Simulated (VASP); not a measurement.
Wanted: the native input for a VASP 6.6.1 run.

```yaml
Task: single point
Functional: PBE
Potentials_or_basis: VASP PAW PBE potentials, release 64 (Ti_sv, Al)
Cutoff: 520 eV
k_mesh: 15 × 15 × 6
Occupations: gaussian, width 0.15 eV
Spin: no spin polarisation
Dipole_correction: no
Further_INCAR_settings: ALGO = Fast; EDIFF = 1e-06; NBANDS = 28
```

The structure of Ti3Al lies in POSCAR:

```
Ti3Al
1.0
    2.8794395691      0.0000000000      0.0000000000
   -1.4397197845      2.4936678155      0.0000000000
    0.0000000000      0.0000000000      9.5568599297
Ti Al
3 1
Direct
    0.6666666667      0.3333333333      0.0000000000
    0.3333333333      0.6666666667      0.7558737898
    0.3333333333      0.6666666667      0.2441262102
    0.6666666667      0.3333333333      0.5000000000
```

This cell differs from its parent crystal: atoms shifted along a free coordinate, c/a of the conventional cell at fixed volume 3.3190.

One way to write it, as run:

INCAR

```
SYSTEM = Ti3Al
  ALGO = Fast
  EDIFF = 1E-6
  ENCUT = 520
  GGA = PE
  ISIF = 2
  ISMEAR = 0
  LASPH = .True.
  LCHARG = .True.
  LELF = .True.
  LREAL = .False.
  LVHAR = .True.
  LWAVE = .False.
  NBANDS = 28
  NELM = 100
  PREC = Accurate
  SIGMA = 0.15
```

KPOINTS

```
k-points
0
Gamma
  15 15 6
  0 0 0
```

Potentials or basis: VASP PAW PBE potentials, release 64 (Ti_sv, Al).

Launch:

```console
$ cat potpaw_PBE.64/Ti_sv/POTCAR potpaw_PBE.64/Al/POTCAR > POTCAR
$ mpirun -np 1 vasp_std > vasp.out
```

It gave:

```
Pressure               : 0.0 GPa
Largest force          : 0.443 eV/Å
Band gap on the k mesh : zero (an odd number of electrons rules out a gap without spin polarisation)
```

Run time: 11 min on 1 thread of Intel(R) Xeon(R) Platinum 8488C (Sapphire Rapids) (shared host), peak memory 0.31 GiB.
